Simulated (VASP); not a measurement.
Runs of VASP 6.6.1 on GaN. The structure is that of space group P6_3mc (No. 186), or close to it. The cells are those of the table. 

```csv
cell,gap on the mesh (eV),pressure (GPa)
"a = 3.148, b = 3.148, c = 5.127 Å, angles 90.0, 90.0, 120.0°, 4 atoms",2.57,8.1
"a = 3.135, b = 3.135, c = 5.105 Å, angles 90.0, 90.0, 120.0°, 4 atoms",2.66,11.2
"a = 3.183, b = 3.183, c = 5.184 Å, angles 90.0, 90.0, 120.0°, 4 atoms",(b),1.0
"a = 3.162, b = 3.162, c = 5.150 Å, angles 90.0, 90.0, 120.0°, 4 atoms",2.48,5.1
"a = 3.172, b = 3.172, c = 5.166 Å, angles 90.0, 90.0, 120.0°, 4 atoms",(a),3.0
```

Alike in all rows: task single point; level r2SCAN; potentials or basis VASP PAW PBE potentials, release 64 (Ga_d, N_h); no spin polarisation; k mesh 8 × 8 × 4; cutoff (eV) 910; smearing gaussian 0.01 eV.

Task: Estimate the missing entries.

Result: (a) 2.41; (b) 2.34.

Caveats: the cutoff is under 1.25 times the usual one of these potentials, so pressure, stress and relaxed cells hold a basis-set (Pulay) error; the PAW data sets were made with another functional, which shifts forces and pressure a little; the cell stands under pressure (at least some runs).

A k mesh can miss the band edges, and the runs leave out spin-orbit coupling on Ga.
